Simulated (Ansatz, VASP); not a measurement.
## SnO in VASP and in Ansatz

INCAR

```
PREC = Accurate ; ENCUT = 520
EDIFF = 1E-8 ; ISMEAR = -1
SIGMA = 0.08 ; LREAL = False
LASPH = True ; NELM = 60
ALGO = Normal ; ISIF = 2
LWAVE = False ; LCHARG = False
GGA = PE ; LEFG = True
NBANDS = 17
```

Contents of KPOINTS:

```
regular mesh
0
Gamma
  12 12 12
```

File POSCAR:

```
SnO
1.0
    0.0000000000      2.7005951184      2.7005951184
    2.7005951184      0.0000000000      2.7005951184
    2.7005951184      2.7005951184      0.0000000000
Sn O
1 1
Direct
    0.0000000000      0.0000000000      0.0000000000
    0.2500000000      0.2500000000      0.2500000000
```

Input for Ansatz:

```yaml
crystal:
  lattice:
    - [0.0, 2.7005951184, 2.7005951184]
    - [2.7005951184, 0.0, 2.7005951184]
    - [2.7005951184, 2.7005951184, 0.0]
  atoms:
    - { symbol: Sn, position: [0.0, 0.0, 0.0] }
    - { symbol: O, position: [0.25, 0.25, 0.25] }
kpoints:
  mp_grid: { grid: [12, 12, 12] }
scf:
  occupations: { method: fermi_dirac, width: 0.08 }
hamiltonian:
  xc: pbe
  pseudopotentials: { kind: paw }
output:
  forces: true
  stress: true
  eigenvalues: true
  efg: { contact_densities: true }
  write_density: true
  write_potential: true
  elf: true
  volumetric_format: npy
```

Change from the starting cell: volume scaled by 0.96, PAW files.

Alike in both runs: task electric field gradients; functional PBE; k mesh 12 × 12 × 12; occupations fermi-dirac, width 0.08 eV; no spin polarisation.

|  | VASP | Ansatz |
| --- | --- | --- |
| version | VASP 6.6.1 | Ansatz 0.2.0 |
| potentials or method | VASP PAW PBE potentials, release 64 (Sn_d, O) | PAW with Ansatz's default frozen-core files, scalar-relativistic |
| plane-wave cutoff (eV) | 520 | 420 |
| valence electrons in the cell | 20 | 20 |

|  | VASP | Ansatz | Ansatz less VASP |
| --- | --- | --- | --- |
| pressure (GPa) | 2.7 | 2.7 | -0.04 |
